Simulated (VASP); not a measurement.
# Na (Pm-3m) in VASP: a series of runs

Na is run at these levels: LDA; tasks: single point.

All numbers are computed with VASP 6.6.1; they aren't measurements. Logs are shortened: lines on timing, memory, paths and dates and some standing lists are left out, and cuts for length are marked.

**1. The cell of the first run**

It takes space group Pm-3m (No. 221, cubic). The conventional cell has a = 2.746 Å, b = 2.746 Å, c = 2.746 Å, α = 90.00°, β = 90.00°, γ = 90.00°. Within 3.6 Å of Na (site symmetry m-3m) lie 6 Na at 2.75 Å.

**2. Single point, LDA (volume scaled by 0.58)**

Input file INCAR:

```
SYSTEM = Na
PREC = Accurate
ENCUT = 520
EDIFF = 1E-6
ISMEAR = -1
SIGMA = 0.05
LREAL = .False.
LASPH = .True.
NELM = 80
ALGO = Normal
ISIF = 2
LWAVE = .False.
LCHARG = .False.
NBANDS = 10
```

Input file KPOINTS:

```
Automatic mesh
0
Gamma
  12 12 12
  0 0 0
```

Input file POSCAR:

```
Na
1.0
    2.7464495919      0.0000000000      0.0000000000
    0.0000000000      2.7464495919      0.0000000000
    0.0000000000      0.0000000000      2.7464495919
Na
1
Direct
    0.0000000000      0.0000000000      0.0000000000
```

Potentials or basis: VASP PAW LDA potentials, release 64 (Na_pv).

The run is started by

```sh
$ cat potpaw_LDA.64/Na_pv/POTCAR > POTCAR
$ mpirun -np 1 vasp_std > vasp.out
```

OUTCAR:

```text
SYSTEM = Na
   PREC = Accurate
   ENCUT = 520
   EDIFF = 1E-6
   ISMEAR = -1
   LREAL = .False.
   LASPH = .True.
   NELM = 80
   ISIF = 2

 ion  position               nearest neighbor table
   1  0.000  0.000  0.000-

  LATTYP: Found a simple cubic cell.
 ALAT       =     2.7464495919

  Lattice vectors:

 A1 = (   2.7464495919,   0.0000000000,   0.0000000000)
 A2 = (   0.0000000000,   2.7464495919,   0.0000000000)
 A3 = (   0.0000000000,   0.0000000000,   2.7464495919)

Analysis of symmetry for initial positions (statically):
=====================================================================
 Subroutine PRICEL returns:
 Original cell was already a primitive cell.

 Routine SETGRP: Setting up the symmetry group for a
 simple cubic supercell.

 Subroutine GETGRP returns: Found 48 space group operations
 (whereof 48 operations were pure point group operations)
 out of a pool of 48 trial point group operations.

The static configuration has the point symmetry O_h .

Analysis of symmetry for dynamics (positions and initial velocities):
=====================================================================
 Subroutine PRICEL returns:
 Original cell was already a primitive cell.

 Routine SETGRP: Setting up the symmetry group for a
 simple cubic supercell.

 Subroutine GETGRP returns: Found 48 space group operations
 (whereof 48 operations were pure point group operations)
 out of a pool of 48 trial point group operations.

The dynamic configuration has the point symmetry O_h .

 Subroutine INISYM returns: Found 48 space group operations
 (whereof 48 operations are pure point group operations),
 and found     1 'primitive' translations

----------------------------------------------------------------------------------------

                                     Primitive cell

  volume of cell :      20.7164

  direct lattice vectors                    reciprocal lattice vectors
     2.746449592  0.000000000  0.000000000     0.364106446  0.000000000  0.000000000
     0.000000000  2.746449592  0.000000000     0.000000000  0.364106446  0.000000000
     0.000000000  0.000000000  2.746449592     0.000000000  0.000000000  0.364106446

  length of vectors
     2.746449592  2.746449592  2.746449592     0.364106446  0.364106446  0.364106446

  position of ions in fractional coordinates (direct lattice)
     0.000000000  0.000000000  0.000000000

  ion indices of the primitive-cell ions
   primitive index   ion index
                 1           1

----------------------------------------------------------------------------------------

 KPOINTS: Automatic mesh

Automatic generation of k-mesh.
 Grid dimensions read from file:
 generate k-points for:   12   12   12

 Generating k-lattice:

  Cartesian coordinates                     Fractional coordinates (reciprocal lattice)
     0.030342204  0.000000000  0.000000000     0.083333333  0.000000000  0.000000000
     0.000000000  0.030342204  0.000000000     0.000000000  0.083333333  0.000000000
     0.000000000  0.000000000  0.030342204     0.000000000  0.000000000  0.083333333

  Length of vectors
     0.030342204  0.030342204  0.030342204

  Shift w.r.t. Gamma in fractional coordinates (k-lattice)
     0.000000000  0.000000000  0.000000000

 Subroutine IBZKPT returns following result:
 ===========================================

 Found     84 irreducible k-points:

 Following reciprocal coordinates:
            Coordinates               Weight
  0.000000  0.000000  0.000000      1.000000
  0.083333  0.000000  0.000000      6.000000
  0.166667  0.000000  0.000000      6.000000
  0.250000  0.000000  0.000000      6.000000
  0.333333  0.000000  0.000000      6.000000
  0.416667  0.000000  0.000000      6.000000
[... 16 lines left out ...]
  0.333333  0.333333  0.000000     12.000000
  0.416667  0.333333  0.000000     24.000000
 [... further k-points ...]
   k-points           NKPTS =     84   k-points in BZ     NKDIM =     84   number of bands    NBANDS=     10
   number of dos      NEDOS =    301   number of ions     NIONS =      1
   total plane-waves  NPLWV =   8000
   dimension x,y,z NGX =    20 NGY =   20 NGZ =   20
   dimension x,y,z NGXF=    40 NGYF=   40 NGZF=   40
   ions per type =               1
   NGX,Y,Z   is equivalent  to a cutoff of  12.11, 12.11, 12.11 a.u.
   NGXF,Y,Z  is equivalent  to a cutoff of  24.21, 24.21, 24.21 a.u.
 SYSTEM =  Na
   PREC   = accura    normal or accurate (medium, high low for compatibility)
   ISTART =      0    job   : 0-new  1-cont  2-samecut
   ICHARG =      2    charge: 1-file 2-atom 10-const
   ISPIN  =      1    spin polarized calculation?
   LNONCOLLINEAR =      F non collinear calculations
   LSORBIT =      F    spin-orbit coupling
   LASPH  =      T    aspherical Exc in radial PAW
   ENCUT  =  520.0 eV  38.22 Ry    6.18 a.u.   5.11  5.11  5.11*2*pi/ulx,y,z
   NELM   =     80;   NELMIN=  2; NELMDL= -5     # of ELM steps
   EDIFF  = 0.1E-05   stopping-criterion for ELM
   LREAL  =      F    real-space projection
   EDIFFG = 0.1E-04   stopping-criterion for IOM
   NSW    =      0    number of steps for IOM
   IBRION =     -1    ionic relax: 0-MD 1-quasi-New 2-CG
   NFREE  =      0    steps in history (QN), initial steepest desc. (CG)
   ISIF   =      2    stress and relaxation
   ISYM   =      2    0-nonsym 1-usesym 2-fastsym
   POTIM  = 0.5000    time-step for ionic-motion
   TEBEG  =    0.0;   TEEND  =   0.0 temperature during run
   PSTRESS=    0.0 pullay stress
   NELECT =       7.0000    total number of electrons
   NUPDOWN=      -1.0000    fix difference up-down
   EMIN   =  10.00;   EMAX   =-10.00  energy-range for DOS
   EFERMI =   0.00;   METHOD = LEGACY
   ISMEAR =    -1;   SIGMA  =   0.05  broadening in eV -4-tet -1-fermi 0-gaus
   EFERMI_NEDOS =   21; number of points for ismear=-14 and -15
   IALGO  =     38    algorithm
   IMIX   =      4    mixing-type and parameters
     AMIX     =   0.40;   BMIX     =  1.00
     AMIX_MAG =   1.60;   BMIX_MAG =  1.00
  volume/ion in A,a.u.               =      20.72       139.80
  Fermi-wavevector in a.u.,A,eV,Ry     =   1.140256  2.154772 17.690088  1.300185
  Thomas-Fermi vector in A             =   2.276959
   LORBIT       =      0    0 simple, 1 ext, 2 COOP (PROOUT), +10 PAW based schemes
   GGA     = CA    functional components
   LHFCALC =     F    Hartree Fock is set to
   AEXX    =    0.0000 exact exchange contribution
   IVDW    =     0    specifies the selected vdW correction
   LEPSILON=     F    determine dielectric tensor
   LRPA    =     F    only Hartree local field effects (RPA)
 non-spin polarized calculation
  energy-cutoff  :      520.00
  volume of cell :       20.72
 maximum number of plane-waves:       587
   NGX = 11   NGY = 11   NGZ = 11

 number of electron       7.0000019 magnetization

 Free energy of the ion-electron system (eV)
  ---------------------------------------------------
  ext. energy  EPLUGINS =         0.00000000
  ---------------------------------------------------
  free energy    TOTEN  =        -0.99913644 eV

  energy without entropy =       -0.99483582  energy(sigma->0) =       -0.99698613

 E-fermi :   2.4581     XC(G=0):  -8.6105

 val. band max:        2.4040106396   @ k =   0.5000   0.0833   0.0000
 cond. band min:       2.5070640755   @ k =   0.4167   0.2500   0.0833
 fundamental gap:      0.1030534359
 Fermi energy:         2.4580658180

 k-point     1 :       0.0000    0.0000    0.0000
  band No.  band energies     occupation
      1     -22.6132      2.00000
      2     -22.6132      2.00000
      3     -22.6132      2.00000
      4      -2.2556      2.00000
      5      13.6048      0.00000
      6      13.6048      0.00000
      7      17.1261      0.00000
      8      17.1261      0.00000
      9      17.1261      0.00000
     10      22.3910      0.00000

 k-point     2 :       0.0833    0.0000    0.0000
  band No.  band energies     occupation
      1     -22.6369      2.00000
      2     -22.6112      2.00000
      3     -22.6112      2.00000
      4      -2.1070      2.00000
      5      12.5171      0.00000
      6      13.7336      0.00000
      7      17.2100      0.00000
      8      17.2100      0.00000
      9      17.8305      0.00000
     10      23.1022      0.00000

 k-point     3 :       0.1667    0.0000    0.0000
  band No.  band energies     occupation
      1     -22.7013      2.00000
      2     -22.6056      2.00000
      3     -22.6056      2.00000
      4      -1.6662      2.00000
      5      10.5058      0.00000
      6      14.1168      0.00000
      7      17.4593      0.00000
      8      17.4593      0.00000
      9      18.8802      0.00000
     10      25.0186      0.00000

 k-point     4 :       0.2500    0.0000    0.0000
  band No.  band energies     occupation
      1     -22.7881      2.00000
      2     -22.5980      2.00000
      3     -22.5980      2.00000
      4      -0.9464      2.00000
      5       8.3897      0.00000
      6      14.7417      0.00000
      7      17.8638      0.00000
      8      17.8638      0.00000
      9      19.8825      0.00000
     10      25.4129      0.00000

 k-point     5 :       0.3333    0.0000    0.0000
  band No.  band energies     occupation
      1     -22.8738      2.00000
      2     -22.5904      2.00000
      3     -22.5904      2.00000
      4       0.0323      2.00000
      5       6.3697      0.00000
      6      15.5709      0.00000
      7      18.3924      0.00000
      8      18.3924      0.00000
      9      20.8817      0.00000
     10      23.2094      0.00000

 k-point     6 :       0.4167    0.0000    0.0000
  band No.  band energies     occupation
      1     -22.9359      2.00000
      2     -22.5849      2.00000
      3     -22.5849      2.00000
      4       1.2349      2.00000
      5       4.5321      0.00000
      6      16.4757      0.00000
      7      18.9442      0.00000
      8      18.9442      0.00000
      9      21.4797      0.00000
     10      21.7525      0.00000
[... 183 lines left out ...]
 k-point    21 :       0.4167    0.2500    0.0000
  band No.  band energies     occupation
      1     -22.9071      2.00000
      2     -22.7454      2.00000
      3     -22.5708      2.00000
      4       2.3811      1.64654
      5       5.6937      0.00000
      6      11.4164      0.00000
      7      14.5516      0.00000
      8      19.9885      0.00000
      9      21.6542      0.00000
     10      23.1214      0.00000

 k-point    22 :       0.5000    0.2500    0.0000
  band No.  band energies     occupation
      1     -22.9286      2.00000
      2     -22.7425      2.00000
      3     -22.5689      2.00000
      4       3.3155      0.00000
      5       4.5455      0.00000
      6      12.1310      0.00000
      7      13.6544      0.00000
      8      20.3703      0.00000
      9      22.5987      0.00000
     10      22.6133      0.00000

 k-point    23 :       0.3333    0.3333    0.0000
  band No.  band energies     occupation
      1     -22.8411      2.00000
      2     -22.8275      2.00000
      3     -22.5690      2.00000
      4       2.1429      1.99635
      5       7.9578      0.00000
      6       8.7843      0.00000
      7      14.3512      0.00000
      8      19.9855      0.00000
      9      21.4159      0.00000
     10      23.7416      0.00000

 k-point    24 :       0.4167    0.3333    0.0000
  band No.  band energies     occupation
      1     -22.8927      2.00000
      2     -22.8244      2.00000
      3     -22.5638      2.00000
      4       3.2448      0.00000
      5       6.5456      0.00000
      6       9.3939      0.00000
      7      12.8163      0.00000
      8      20.7389      0.00000
      9      22.4942      0.00000
     10      23.0976      0.00000

 [... further k-points ...]

------------------------ aborting loop because EDIFF is reached ----------------------------------------

  FORCE on cell =-STRESS in cart. coord.  units (eV):
  Direction    XX          YY          ZZ          XY          YZ          ZX
  --------------------------------------------------------------------------------------
  -------------------------------------------------------------------------------------
  Total        1.4116387      1.4116387      1.4116387      0.0000000      0.0000000      0.0000000
  in kB      109.1740084    109.1740084    109.1740084      0.0000000      0.0000000      0.0000000
  external PRESSURE =     109.1740084 kB  Pullay stress =       0.0000000 kB

 VOLUME and BASIS-vectors are now :
 -----------------------------------------------------------------------------
  energy-cutoff  :      520.00
  volume of cell :       20.72
      direct lattice vectors                 reciprocal lattice vectors
     2.746449592  0.000000000  0.000000000     0.364106446  0.000000000  0.000000000
     0.000000000  2.746449592  0.000000000     0.000000000  0.364106446  0.000000000
     0.000000000  0.000000000  2.746449592     0.000000000  0.000000000  0.364106446

 POSITION                                       TOTAL-FORCE (eV/Angst)
 -----------------------------------------------------------------------------------
      0.00000      0.00000      0.00000         0.000000      0.000000      0.000000
 -----------------------------------------------------------------------------------
    total drift:                                0.000000      0.000000      0.000000

  FREE ENERGIE OF THE ION-ELECTRON SYSTEM (eV)
  ---------------------------------------------------
  free  energy   TOTEN  =        -0.9991364389 eV

  energy  without entropy=       -0.9948358203  energy(sigma->0) =       -0.99698613
```

Wall time 3.7 s (1 thread of Intel Xeon 6975P-C (Granite Rapids), shared host); peak memory 0.12 GiB.

Results:

```yaml
Free_energy: -0.9991 eV
Pressure: 10.9 GPa
```

Levels at points of the mesh, in eV from the Fermi level:
```
           k point  band 1  band 2  band 3  band 4  band 5  band 6
(0.00, 0.00, 0.00)  -25.07  -25.07  -25.07   -4.71   11.15   11.15
(0.50, 0.00, 0.00)  -25.42  -25.04  -25.04   -0.17    0.81   14.52
(0.50, 0.50, 0.00)  -25.36  -25.36  -25.01    3.53    4.67    4.67
(0.50, 0.50, 0.50)  -25.31  -25.31  -25.31    7.58    7.58    7.58
```

**3. Single point, LDA (volume scaled by 0.58)**

Input file INCAR:

```
PREC = Accurate ; ENCUT = 520
EDIFF = 1E-6 ; ISMEAR = -1
SIGMA = 0.05 ; LREAL = F
LASPH = T ; NELM = 100
ALGO = Normal ; ISIF = 2
LWAVE = F ; LCHARG = F
NBANDS = 10
```

Input file KPOINTS:

```
Automatic mesh
0
Gamma
  12 12 12
```

POSCAR is that of step 2.

Potentials or basis: VASP PAW LDA potentials, release 64 (Na_pv).

The run is started by

```sh
$ cat potpaw_LDA.64/Na_pv/POTCAR > POTCAR
$ mpirun -np 1 vasp_std > vasp.out
```

Wall time 4 s (1 thread of Intel Xeon 6975P-C (Granite Rapids), shared host); peak memory 0.12 GiB.

It converged, with:

```yaml
Free_energy: -0.9991 eV
Pressure: 10.9 GPa
```

Levels at points of the mesh, in eV from the Fermi level:
```csv
k point,band 1,band 2,band 3,band 4,band 5,band 6,band 7
"(0.00, 0.00, 0.00)",-25.07,-25.07,-25.07,-4.71,11.15,11.15,14.67
"(0.50, 0.00, 0.00)",-25.42,-25.04,-25.04,-0.17,0.81,14.52,16.77
"(0.50, 0.50, 0.00)",-25.36,-25.36,-25.01,3.53,4.67,4.67,7.18
"(0.50, 0.50, 0.50)",-25.31,-25.31,-25.31,7.58,7.58,7.58,9.58
```

(Continued in part 2 of 3.)
